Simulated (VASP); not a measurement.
Write the native input for VASP 6.6.1 that does the following.

* Task: single point
* Functional: PBE
* Potentials or basis: VASP PAW PBE potentials, release 64 (Ta_pv, Hf_pv)
* Cutoff: 520 eV
* k mesh: 8 × 8 × 5
* Occupations: fermi-dirac, width 0.05 eV
* Spin: no spin polarisation
* Dipole correction: no
* Further INCAR settings: ALGO = Normal; EDIFF = 1e-06; NBANDS = 18

The structure of HfTa lies in POSCAR:

```
HfTa
1.0
    1.7127470000     -2.3996010000      0.0000000000
    1.7127470000      2.3996010000      0.0000000000
    0.0000000000      0.0000000000      4.6536528000
Ta Hf
1 1
Direct
    0.5000000000      0.5000000000      0.5000000000
    0.0000000000      0.0000000000      0.0000000000
```

The input as run:

INCAR

```
  ALGO = Normal
  EDIFF = 1E-6
  ENCUT = 520
  GGA = PE
  ISIF = 2
  ISMEAR = -1
  LASPH = T
  LCHARG = F
  LREAL = F
  LWAVE = F
  NBANDS = 18
  NELM = 60
  PREC = Accurate
  SIGMA = 0.05
```

KPOINTS

```
k-points
0
Gamma
  8 8 5
```

Potentials or basis: VASP PAW PBE potentials, release 64 (Ta_pv, Hf_pv).

Run with:

```console
$ cat potpaw_PBE.64/Ta_pv/POTCAR potpaw_PBE.64/Hf_pv/POTCAR > POTCAR
$ mpirun -np 1 vasp_std > vasp.out
```

Results of the run:

| Quantity | Value |
| --- | --- |
| Pressure | 6.7 GPa |
| Band gap on the k mesh | zero (an odd number of electrons rules out a gap without spin polarisation) |

Caveat: the cell stands under pressure; spin-orbit coupling is left out, which moves the levels of the heavy elements.

It took 54 s on 1 thread of AMD EPYC 7R13, with other jobs on the host, peak memory 0.16 GiB.
